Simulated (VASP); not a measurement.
Input of a VASP 6.6.1 run:

File INCAR:

```
ALGO = Normal ; EDIFF = 1E-6
ENCUT = 500 ; GGA = PE
GGA_COMPAT = False ; ISIF = 2
ISMEAR = -1 ; LASPH = True
LCHARG = False ; LREAL = False
LWAVE = False ; NBANDS = 16
NELM = 120 ; PREC = Accurate
SIGMA = 0.001
```

File KPOINTS:

```
k-points
0
Gamma
  6 6 6
```

File POSCAR:

```
InP
1.0
    0.0000000000      2.9537876370      2.9537876370
    2.9537876370      0.0000000000      2.9537876370
    2.9537876370      2.9537876370      0.0000000000
In P
1 1
Direct
    0.0000000000      0.0000000000      0.0000000000
    0.2500000000      0.2500000000      0.2500000000
```

Potentials or basis: VASP PAW PBE potentials, release 64 (In_d, P).

Launch:

```bash
$ cat potpaw_PBE.64/In_d/POTCAR potpaw_PBE.64/P/POTCAR > POTCAR
$ mpirun -np 1 vasp_std > vasp.out
```

Q: Estimate the band gap on the k mesh.

A: 0.58 eV, direct.

Q: What does it give for the pressure?

A: 1.6 GPa.

Caveat: spin-orbit coupling is left out, which moves the levels of the heavy elements. As with any semilocal functional, this PBE gap is likely too small.
